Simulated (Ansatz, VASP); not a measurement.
Ge: VASP beside Ansatz

```
Ge
1.0
    -0.02083    2.84542    2.86624
     2.84542   -0.02083    2.86624
     2.82459    2.82459    0.00000
Ge
2
Direct
  0.99899 0.99899 0.00101
  0.25101 0.25101 0.24899
```

Change from the starting cell: strained cell.

Alike in both runs: functional PBEsol; k mesh 10 × 10 × 10; occupations gaussian, width 0.1 eV; no spin polarisation.

Ansatz relaxed the structure, and its values are those at the end. VASP's run is a single point on that final structure, the one shown.

```csv
,VASP,Ansatz
version,VASP 6.6.1,Ansatz 0.2.0
potentials or method,"VASP PAW PBE potentials, release 64 (Ge_d), cutoff 500 eV","scalar-relativistic, plane waves, PAW"
valence electrons in the cell,28,28
```

Ansatz gave:

| Item | Value |
| --- | --- |
| gap on the k mesh at the Fermi level (eV) | 0.01 |
| least direct gap on the mesh (eV) | 0.12 |
| pressure (GPa) | -1.0 |

Q: Which values does VASP return?

A: gap on the k mesh at the Fermi level (eV): 0.01; least direct gap on the mesh (eV): 0.12; pressure (GPa): -1.4.

VASP's potentials were made for PBE, not for PBEsol. Ansatz's warnings: stress scf threshold loose.
